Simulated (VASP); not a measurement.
# PbO2 (Fm-3m) in VASP: further runs, part 2 of 4

VASP 6.6.1. Earlier steps stand in the parts before.

### 3 Single point, PBEsol (volume scaled by 0.97)

INCAR

```
SYSTEM = PbO2
ALGO = Normal
EDIFF = 1E-7
ENCUT = 520
GGA = PS
ISIF = 2
ISMEAR = 0
LASPH = .True.
LCHARG = .False.
LREAL = .False.
LWAVE = .False.
NBANDS = 20
NELM = 80
PREC = Accurate
SIGMA = 0.1
```

KPOINTS

```
k-points
0
Gamma
  14 14 14
  0 0 0
```

POSCAR

```
PbO2
1.0
    0.0000000000      2.6373201099      2.6373201099
    2.6373201099      0.0000000000      2.6373201099
    2.6373201099      2.6373201099      0.0000000000
Pb O
1 2
Direct
    0.0000000000      0.0000000000      0.0000000000
    0.2500000000      0.2500000000      0.2500000000
    0.7500000000      0.7500000000      0.7500000000
```

Potentials or basis: VASP PAW PBE potentials, release 64 (Pb_d, O).

On the command line:

```console
$ cat potpaw_PBE.64/Pb_d/POTCAR potpaw_PBE.64/O/POTCAR > POTCAR
$ mpirun -np 1 vasp_std > vasp.out
```

OUTCAR:

```text
SYSTEM = PbO2
   EDIFF = 1E-7
   ENCUT = 520
   GGA = PS
   ISIF = 2
   ISMEAR = 0
   LASPH = .True.
   LREAL = .False.
   NELM = 80
   PREC = Accurate

 ion  position               nearest neighbor table
   1  0.000  0.000  0.000-   3 2.28   3 2.28   3 2.28   2 2.28   3 2.28   2 2.28   2 2.28   2 2.28

   2  0.250  0.250  0.250-   1 2.28   1 2.28   1 2.28   1 2.28
   3  0.750  0.750  0.750-   1 2.28   1 2.28   1 2.28   1 2.28

  LATTYP: Found a face centered cubic cell.
 ALAT       =     5.2746402198

  Lattice vectors:

 A1 = (   0.0000000000,   2.6373201099,   2.6373201099)
 A2 = (   2.6373201099,   0.0000000000,   2.6373201099)
 A3 = (   2.6373201099,   2.6373201099,   0.0000000000)

Analysis of symmetry for initial positions (statically):
=====================================================================
 Subroutine PRICEL returns:
 Original cell was already a primitive cell.

 Routine SETGRP: Setting up the symmetry group for a
 face centered cubic supercell.

 Subroutine GETGRP returns: Found 48 space group operations
 (whereof 48 operations were pure point group operations)
 out of a pool of 48 trial point group operations.

The static configuration has the point symmetry O_h .

Analysis of symmetry for dynamics (positions and initial velocities):
=====================================================================
 Subroutine PRICEL returns:
 Original cell was already a primitive cell.

 Routine SETGRP: Setting up the symmetry group for a
 face centered cubic supercell.

 Subroutine GETGRP returns: Found 48 space group operations
 (whereof 48 operations were pure point group operations)
 out of a pool of 48 trial point group operations.

The dynamic configuration has the point symmetry O_h .

 Subroutine INISYM returns: Found 48 space group operations
 (whereof 48 operations are pure point group operations),
 and found     1 'primitive' translations

----------------------------------------------------------------------------------------

                                     Primitive cell

  volume of cell :      36.6875

  direct lattice vectors                    reciprocal lattice vectors
     0.000000000  2.637320110  2.637320110    -0.189586390  0.189586390  0.189586390
     2.637320110  0.000000000  2.637320110     0.189586390 -0.189586390  0.189586390
     2.637320110  2.637320110  0.000000000     0.189586390  0.189586390 -0.189586390

  length of vectors
     3.729733868  3.729733868  3.729733868     0.328373261  0.328373261  0.328373261

  position of ions in fractional coordinates (direct lattice)
     0.000000000  0.000000000  0.000000000
     0.250000000  0.250000000  0.250000000
     0.750000000  0.750000000  0.750000000

  ion indices of the primitive-cell ions
   primitive index   ion index
                 1           1
                 2           2
                 3           3

----------------------------------------------------------------------------------------

 KPOINTS: k-points

Automatic generation of k-mesh.
 Grid dimensions read from file:
 generate k-points for:   14   14   14

 Generating k-lattice:

  Cartesian coordinates                     Fractional coordinates (reciprocal lattice)
    -0.013541885  0.013541885  0.013541885     0.071428571  0.000000000  0.000000000
     0.013541885 -0.013541885  0.013541885     0.000000000  0.071428571  0.000000000
     0.013541885  0.013541885 -0.013541885     0.000000000  0.000000000  0.071428571

  Length of vectors
     0.023455233  0.023455233  0.023455233

  Shift w.r.t. Gamma in fractional coordinates (k-lattice)
     0.000000000  0.000000000  0.000000000

 Subroutine IBZKPT returns following result:
 ===========================================

 Found    104 irreducible k-points:

 Following reciprocal coordinates:
            Coordinates               Weight
  0.000000  0.000000  0.000000      1.000000
  0.071429  0.000000  0.000000      8.000000
  0.142857  0.000000  0.000000      8.000000
  0.214286  0.000000  0.000000      8.000000
  0.285714  0.000000  0.000000      8.000000
  0.357143  0.000000  0.000000      8.000000
[... 16 lines left out ...]
  0.214286  0.142857  0.000000     24.000000
  0.285714  0.142857  0.000000     24.000000
 [... further k-points ...]
   k-points           NKPTS =    104   k-points in BZ     NKDIM =    104   number of bands    NBANDS=     20
   number of dos      NEDOS =    301   number of ions     NIONS =      3
   total plane-waves  NPLWV =  21952
   dimension x,y,z NGX =    28 NGY =   28 NGZ =   28
   dimension x,y,z NGXF=    56 NGYF=   56 NGZF=   56
   ions per type =               1   2
   NGX,Y,Z   is equivalent  to a cutoff of  12.48, 12.48, 12.48 a.u.
   NGXF,Y,Z  is equivalent  to a cutoff of  24.96, 24.96, 24.96 a.u.
 SYSTEM =  PbO2
   PREC   = accura    normal or accurate (medium, high low for compatibility)
   ISTART =      0    job   : 0-new  1-cont  2-samecut
   ICHARG =      2    charge: 1-file 2-atom 10-const
   ISPIN  =      1    spin polarized calculation?
   LNONCOLLINEAR =      F non collinear calculations
   LSORBIT =      F    spin-orbit coupling
   LASPH  =      T    aspherical Exc in radial PAW
   ENCUT  =  520.0 eV  38.22 Ry    6.18 a.u.   6.93  6.93  6.93*2*pi/ulx,y,z
   NELM   =     80;   NELMIN=  2; NELMDL= -5     # of ELM steps
   EDIFF  = 0.1E-06   stopping-criterion for ELM
   LREAL  =      F    real-space projection
   EDIFFG = 0.1E-05   stopping-criterion for IOM
   NSW    =      0    number of steps for IOM
   IBRION =     -1    ionic relax: 0-MD 1-quasi-New 2-CG
   NFREE  =      0    steps in history (QN), initial steepest desc. (CG)
   ISIF   =      2    stress and relaxation
   ISYM   =      2    0-nonsym 1-usesym 2-fastsym
   POTIM  = 0.5000    time-step for ionic-motion
   TEBEG  =    0.0;   TEEND  =   0.0 temperature during run
   PSTRESS=    0.0 pullay stress
   NELECT =      26.0000    total number of electrons
   NUPDOWN=      -1.0000    fix difference up-down
   EMIN   =  10.00;   EMAX   =-10.00  energy-range for DOS
   EFERMI =   0.00;   METHOD = LEGACY
   ISMEAR =     0;   SIGMA  =   0.10  broadening in eV -4-tet -1-fermi 0-gaus
   EFERMI_NEDOS =   21; number of points for ismear=-14 and -15
   IALGO  =     38    algorithm
   IMIX   =      4    mixing-type and parameters
     AMIX     =   0.40;   BMIX     =  1.00
     AMIX_MAG =   1.60;   BMIX_MAG =  1.00
  volume/ion in A,a.u.               =      12.23        82.53
  Fermi-wavevector in a.u.,A,eV,Ry     =   1.459575  2.758197 28.985299  2.130359
  Thomas-Fermi vector in A             =   2.576126
   LORBIT       =      0    0 simple, 1 ext, 2 COOP (PROOUT), +10 PAW based schemes
   GGA     = PS    functional components
   LHFCALC =     F    Hartree Fock is set to
   AEXX    =    0.0000 exact exchange contribution
   IVDW    =     0    specifies the selected vdW correction
   LEPSILON=     F    determine dielectric tensor
   LRPA    =     F    only Hartree local field effects (RPA)
 non-spin polarized calculation
 Gauss-broadening in eV      SIGMA  =   0.10
  energy-cutoff  :      520.00
  volume of cell :       36.69
 maximum number of plane-waves:      1006
   NGX = 13   NGY = 13   NGZ = 13

 number of electron      26.0000016 magnetization

 Free energy of the ion-electron system (eV)
  ---------------------------------------------------
  ext. energy  EPLUGINS =         0.00000000
  ---------------------------------------------------
  free energy    TOTEN  =       -16.77332603 eV

  energy without entropy =      -16.77119523  energy(sigma->0) =      -16.77226063

 E-fermi :   6.4733     XC(G=0): -11.8198

 val. band max:        6.4313670707   @ k =  -0.3571   0.5000   0.1429
 cond. band min:       6.4755261833   @ k =  -0.2857   0.5000   0.2143
 fundamental gap:      0.0441591126
 Fermi energy:         6.4732847030

 k-point     1 :       0.0000    0.0000    0.0000
  band No.  band energies     occupation
      1     -12.6351      2.00000
      2      -9.2940      2.00000
      3      -9.2940      2.00000
      4      -9.2940      2.00000
      5      -9.2682      2.00000
      6      -8.9585      2.00000
[... 12 lines left out ...]
     19      22.2429      0.00000
[... 513 lines left out ...]
      4      -9.1497      2.00000
      5      -8.9930      2.00000
      6      -8.9230      2.00000
[... 12 lines left out ...]
     19      22.2803      0.00000
     20      23.4023      0.00000

 [... further k-points ...]

------------------------ aborting loop because EDIFF is reached ----------------------------------------

  FORCE on cell =-STRESS in cart. coord.  units (eV):
  Direction    XX          YY          ZZ          XY          YZ          ZX
  --------------------------------------------------------------------------------------
  -------------------------------------------------------------------------------------
  Total        1.2265778      1.2265778      1.2265778      0.0000000      0.0000000      0.0000000
  in kB       53.5657468     53.5657468     53.5657468      0.0000000      0.0000000      0.0000000
  external PRESSURE =      53.5657468 kB  Pullay stress =       0.0000000 kB

 VOLUME and BASIS-vectors are now :
 -----------------------------------------------------------------------------
  energy-cutoff  :      520.00
  volume of cell :       36.69
      direct lattice vectors                 reciprocal lattice vectors
     0.000000000  2.637320110  2.637320110    -0.189586390  0.189586390  0.189586390
     2.637320110  0.000000000  2.637320110     0.189586390 -0.189586390  0.189586390
     2.637320110  2.637320110  0.000000000     0.189586390  0.189586390 -0.189586390

 POSITION                                       TOTAL-FORCE (eV/Angst)
 -----------------------------------------------------------------------------------
      0.00000      0.00000      0.00000        -0.000000      0.000000     -0.000000
      1.31866      1.31866      1.31866         0.000000      0.000000      0.000000
      3.95598      3.95598      3.95598        -0.000000     -0.000000     -0.000000
 -----------------------------------------------------------------------------------
    total drift:                                0.000000      0.000000      0.000000

  FREE ENERGIE OF THE ION-ELECTRON SYSTEM (eV)
  ---------------------------------------------------
  free  energy   TOTEN  =       -16.7733260325 eV

  energy  without entropy=      -16.7711952292  energy(sigma->0) =      -16.77226063
```

OSZICAR:

```text
N       E                     dE             d eps       ncg     rms          rms(c)
DAV:   1     0.260601042368E+03    0.26060E+03   -0.13744E+04  4264   0.162E+03
DAV:   2     0.443021137643E+01   -0.25617E+03   -0.24382E+03  4444   0.428E+02
DAV:   3    -0.186248382344E+02   -0.23055E+02   -0.22587E+02  4944   0.132E+02
DAV:   4    -0.192677732126E+02   -0.64293E+00   -0.64222E+00  4732   0.220E+01
DAV:   5    -0.192865380754E+02   -0.18765E-01   -0.18763E-01  5540   0.399E+00    0.899E+00
DAV:   6    -0.168049035251E+02    0.24816E+01   -0.93971E+00  6252   0.418E+01    0.277E+00
DAV:   7    -0.167937083376E+02    0.11195E-01   -0.48491E-01  4540   0.679E+00    0.167E+00
DAV:   8    -0.167807865389E+02    0.12922E-01   -0.13334E-01  4660   0.364E+00    0.717E-01
DAV:   9    -0.167728294858E+02    0.79571E-02   -0.23242E-02  5920   0.191E+00    0.120E-01
DAV:  10    -0.167733249905E+02   -0.49550E-03   -0.31442E-03  4500   0.400E-01    0.570E-02
DAV:  11    -0.167733290496E+02   -0.40591E-05   -0.74910E-05  4832   0.689E-02    0.278E-02
DAV:  12    -0.167733265595E+02    0.24901E-05   -0.25661E-05  4772   0.402E-02    0.801E-03
DAV:  13    -0.167733260563E+02    0.50321E-06   -0.31036E-06  4752   0.143E-02    0.731E-04
DAV:  14    -0.167733260325E+02    0.23791E-07   -0.91484E-08  3852   0.358E-03
   1 F= -.16773326E+02 E0= -.16772261E+02  d E =-.213080E-02
```

stdout:

```text
POSCAR found type information on POSCAR PbO
 POSCAR found :  2 types and       3 ions
 scaLAPACK will be used
 -----------------------------------------------------------------------------
|                                                                             |
|                                                                             |
|     You enforced a specific xc type in the INCAR file but a different       |
|     I HOPE YOU KNOW WHAT YOU ARE DOING!                                     |
|                                                                             |
 -----------------------------------------------------------------------------

 LDA part: xc-table for (Slater+PW92), standard interpolation
 POSCAR, INCAR and KPOINTS ok, starting setup
 FFT: planning ... GRIDC
 FFT: planning ... GRID_SOFT
 FFT: planning ... GRID
 WAVECAR not read
 entering main loop
```

Wall time 34 s (1 thread of Intel Xeon 6975P-C (Granite Rapids), shared host); peak memory 0.2 GiB.

Results:

```yaml
Free_energy: -16.7733 eV
Pressure: 5.4 GPa
Band_gap_on_the_k_mesh: zero (band 13 reaches 6.48 eV, above the bottom of band 14 at 5.08 eV)
```

Caveat: the PAW data sets were made with another functional, which shifts forces and pressure a little; spin-orbit coupling is left out, which moves the levels of the heavy elements.

(Part 2 of 4 ends here.)
